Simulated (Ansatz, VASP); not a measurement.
**Two plane-wave programs on NiO2**

Contents of INCAR:

```
PREC = Accurate ; ENCUT = 520
EDIFF = 1E-6 ; ISMEAR = 0
SIGMA = 0.05 ; LREAL = False
LASPH = True ; NELM = 100
ALGO = Normal ; ISIF = 2
LWAVE = False ; LCHARG = False
GGA = PS ; NBANDS = 18
```

File KPOINTS:

```
Automatic mesh
0
Gamma
  12 12 6
```

POSCAR

```
NiO2
1.0
    2.8624235356      0.0000000000      0.0000000000
   -1.4312117678      2.4789314982      0.0000000000
    0.0000000000      0.0000000000      4.7038205961
Ni O
1 2
Direct
    0.0000000000      0.0000000000      0.5000000000
    0.6666666667      0.3333333333      0.6876599244
    0.3333333333      0.6666666667      0.3123400756
```

Input for Ansatz:

```yaml
crystal:
  lattice:
    - [2.8624235356, 0.0, 0.0]
    - [-1.4312117678, 2.4789314982, 0.0]
    - [0.0, 0.0, 4.7038205961]
  atoms:
    - { symbol: Ni, position: [0.0, 0.0, 0.5] }
    - { symbol: O, position: [0.6666666667, 0.3333333333, 0.6876599244] }
    - { symbol: O, position: [0.3333333333, 0.6666666667, 0.3123400756] }
basis:
  ecutwfc: 520.0
kpoints:
  mp_grid: { grid: [12, 12, 6] }
hamiltonian:
  xc: pbesol
scf:
  occupations: { method: gaussian, width: 0.05 }
output:
  forces: true
  stress: true
  eigenvalues: true
```

Alike in both runs: task single point; functional PBEsol; k mesh 12 × 12 × 6; occupations gaussian, width 0.05 eV; no spin polarisation.

```csv
,VASP,Ansatz
version,VASP 6.6.1,Ansatz 0.2.0
potentials or method,"VASP PAW PBE potentials, release 64 (Ni, O), cutoff 520 eV","scalar-relativistic, plane waves, PAW"
valence electrons in the cell,22,30
```

|  | VASP | Ansatz | Ansatz less VASP |
| --- | --- | --- | --- |
| gap on the k mesh at the Fermi level (eV) | 0.88 | 0.90 | +0.020 |
| least direct gap on the mesh (eV) | 1.19 | 1.21 | +0.030 |
| pressure (GPa) | -4.1 | -4.8 | -0.72 |
| traceless stress, the component that is largest in VASP (GPa) | 6.62 | 7.09 | +0.470 |
| rms of the force components (eV/Å) | 0.147 | 0.125 | -0.0227 |

VASP's potentials were made for PBE, not for PBEsol. Atom by atom the forces differ by 0.023 eV/Å (rms over components). VASP's potentials hold 22 valence electrons a cell and Ansatz's 30, so a difference there can come from the potentials and not from the codes.
